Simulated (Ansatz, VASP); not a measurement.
## N in VASP and in Ansatz

```xyz
1
Lattice="10.0000 0.0000 0.0000 0.0000 10.3000 0.0000 0.0000 0.0000 10.6000" Properties=species:S:1:pos:R:3 pbc="T T T"
N     5.0000    5.0000    5.0000
```

Alike in both runs: task single point; functional PBE; k mesh 1 × 1 × 1; occupations gaussian, width 0.005 eV; collinear spin.

```csv
,VASP,Ansatz
version,VASP 6.6.1,Ansatz 0.2.0
potentials or method,"VASP PAW PBE potentials, release 64 (N)","scalar-relativistic, plane waves, PAW"
plane-wave cutoff (eV),520,420
valence electrons in the cell,5,5
```

|  | VASP | Ansatz | Ansatz less VASP |
| --- | --- | --- | --- |
| gap on the k mesh at the Fermi level (eV) | 4.17 | 4.17 | 0.000 |
| net moment per atom (μB) | 3.00 | 3.00 | 0.000 |
| size of the moment on the site where the two differ most (μB) | 1.95 | 3.00 | +1.054 |

Site moments also hang on the region over which each program counts them.
